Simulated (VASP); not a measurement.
Runs of VASP 6.6.1 on Ba3SiS. The structure is that of space group Pm-3m (No. 221), or close to it. The cells are those of the table. 

| task | cell | k mesh | cutoff (eV) | smearing | gap on the mesh (eV) | pressure (GPa) |
| --- | --- | --- | --- | --- | --- | --- |
| relaxation of cell and atoms | relaxed from a = 5.504 Å, 5 atoms | 4 × 4 × 4 | 600 | gaussian 0.1 eV | 0.11 | 0.1 |
| single point | a = 5.504 Å, 5 atoms | 4 × 4 × 4 | 520 | gaussian 0.1 eV | none | 11.1 |
| single point | a = 5.933 Å, 5 atoms | 4 × 4 × 4 | 520 | gaussian 0.1 eV | 0.11 | (b) |
| single point | a = 5.941 Å, 5 atoms | 6 × 6 × 6 | 520 | gaussian 0.01 eV | 0.05 | (a) |

Alike in all rows: level PBE; potentials or basis VASP PAW PBE potentials, release 64 (Ba_sv, Si, S); no spin polarisation.

Problem. Estimate the missing entries.

Solution. (a) 0.5; (b) 0.6.

Caveats: spin-orbit coupling is left out, which moves the levels of the heavy elements.

A k mesh can miss the band edges, and the runs leave out spin-orbit coupling on Ba.

A gap of «none» marks levels without a gap at the run's occupations.
